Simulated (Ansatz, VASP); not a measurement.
## CdTe in VASP and in Ansatz

Contents of INCAR:

```
  ALGO = Normal
  EDIFF = 1E-8
  ENCUT = 520
  GGA = PS
  ISIF = 2
  ISMEAR = -1
  LASPH = T
  LCHARG = F
  LEFG = T
  LREAL = F
  LWAVE = F
  NBANDS = 26
  NELM = 80
  PREC = Accurate
  SIGMA = 0.05
```

The input KPOINTS:

```
k-points
0
Gamma
  9 9 6
```

Contents of POSCAR:

```
CdTe
1.0
    2.9733322700     -3.0017707300      0.0000000000
    2.9733322700      3.0017707300      0.0000000000
    0.0000000000      0.0000000000      6.0906520000
Cd Te
2 2
Direct
    0.2770300000      0.7229700000      0.7500000000
    0.7229700000      0.2770300000      0.2500000000
    0.7661370000      0.2338630000      0.7500000000
    0.2338630000      0.7661370000      0.2500000000
```

Input for Ansatz:

```yaml
crystal:
  lattice:
    - [2.97333227, -3.00177073, 0.0]
    - [2.97333227, 3.00177073, 0.0]
    - [0.0, 0.0, 6.090652]
  atoms:
    - { symbol: Cd, position: [0.27703, 0.72297, 0.75] }
    - { symbol: Cd, position: [0.72297, 0.27703, 0.25] }
    - { symbol: Te, position: [0.766137, 0.233863, 0.75] }
    - { symbol: Te, position: [0.233863, 0.766137, 0.25] }
kpoints:
  mp_grid: { grid: [9, 9, 6] }
scf:
  occupations: { method: fermi_dirac, width: 0.05 }
hamiltonian:
  xc: pbesol
  pseudopotentials: { kind: all_electron, datasets: crystal }
output:
  forces: true
  stress: true
  eigenvalues: true
  efg: { contact_densities: true }
```

Change from the starting cell: equal xx and yy strain of -3 %, crystal datasets.

Alike in both runs: task electric field gradients; functional PBEsol; k mesh 9 × 9 × 6; occupations fermi-dirac, width 0.05 eV; no spin polarisation.

```csv
,VASP,Ansatz
version,VASP 6.6.1,Ansatz 0.2.0
potentials or method,"VASP PAW PBE potentials, release 64 (Cd, Te), cutoff 520 eV","all-electron PAW with datasets made for the crystal, scalar-relativistic"
```

Ansatz gave:

```
pressure (GPa)                                                : -0.3
traceless stress, the component that is largest in VASP (GPa) : -0.85
rms of the force components (eV/Å)                            : 0.044
size of Vzz on the site where it differs most (V/Å²)          : 49.5
```

What did VASP give for the same quantities?

Pressure (GPa): -0.1; traceless stress, the component that is largest in VASP (GPa): -0.88; rms of the force components (eV/Å): 0.045; size of Vzz on the site where it differs most (V/Å²): 46.1.

VASP's potentials were made for PBE, not for PBEsol. Atom by atom the forces differ by 0.003 eV/Å (rms over components). Ansatz ran all-electron here, and VASP with PAW potentials.

Neither program's run includes spin-orbit coupling.
